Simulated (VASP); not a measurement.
A run of VASP 6.6.1 is set up as follows.

File INCAR:

```
SYSTEM = MoH4
ALGO = Normal
EDIFF = 1E-7
ENCUT = 520
GGA = PE
ISIF = 2
ISMEAR = 0
ISPIN = 2
LASPH = .TRUE.
LCHARG = .TRUE.
LELF = .TRUE.
LMAXMIX = 4
LORBIT = 11
LREAL = .FALSE.
LVHAR = .TRUE.
LWAVE = .FALSE.
MAGMOM = 0 0 0 0 1
NBANDS = 21
NELM = 150
PREC = Accurate
SIGMA = 0.1
```

KPOINTS

```
k-points
0
G
  6 6 4
  0 0 0
```

The input POSCAR:

```
MoH4
1.0
    2.7831813029      0.0000000000      0.0000000000
    0.0000000000      2.7831813029      0.0000000000
    0.0000000000      0.0000000000      5.8632551558
H Mo
4 1
Direct
    0.5000000000      0.0000000000      0.2138504884
    0.0000000000      0.5000000000      0.7861495116
    0.5000000000      0.0000000000      0.7861495116
    0.0000000000      0.5000000000      0.2138504884
    0.0000000000      0.0000000000      0.0000000000
```

Potentials or basis: VASP PAW PBE potentials, release 64 (H, Mo_sv).

Launch:

```sh
$ cat potpaw_PBE.64/H/POTCAR potpaw_PBE.64/Mo_sv/POTCAR > POTCAR
$ mpirun -np 1 vasp_std > vasp.out
```

Problem. What does it give for the pressure?

Solution. 0.0 GPa.

Problem. Predict the net moment.

Solution. 0.00 μB per cell.

Forces on the atoms (eV/Å):
```
H    0.000  0.000  0.007
H    0.000  0.000 -0.007
H    0.000  0.000 -0.007
H    0.000  0.000  0.007
Mo   0.000  0.000  0.000
```

Caveat: the k points lie up to 0.38 Å⁻¹ apart.
